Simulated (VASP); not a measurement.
A run of VASP 6.6.1:

INCAR

```
  ALGO = Normal
  EDIFF = 1E-7
  ENCUT = 520
  GGA = PS
  ISIF = 2
  ISMEAR = -1
  LASPH = True
  LCHARG = True
  LELF = True
  LREAL = False
  LVHAR = True
  LWAVE = False
  NBANDS = 15
  NELM = 80
  PREC = Accurate
  SIGMA = 0.08
```

Contents of KPOINTS:

```
k-points
0
Gamma
  14 14 14
```

Contents of POSCAR:

```
LaP
1.0
    0.0000000000      2.9646481692      2.9646481692
    2.9646481692      0.0000000000      2.9646481692
    2.9646481692      2.9646481692      0.0000000000
La P
1 1
Direct
    0.0000000000      0.0000000000      0.0000000000
    0.5000000000      0.5000000000      0.5000000000
```

Potentials or basis: VASP PAW PBE potentials, release 64 (La, P).

Run with:

```console
$ cat potpaw_PBE.64/La/POTCAR potpaw_PBE.64/P/POTCAR > POTCAR
$ mpirun -np 1 vasp_std > vasp.out
```

Hardware: 1 thread of Intel(R) Xeon(R) 6975P-C (Granite Rapids), with other jobs on the host.

**Question.** Estimate the wall time of this run.

**Answer.** Run time: 36 s on 1 thread of Intel(R) Xeon(R) 6975P-C (Granite Rapids), on a shared host, peak memory 0.25 GiB. Counts: scf iterations 17, k points 104.
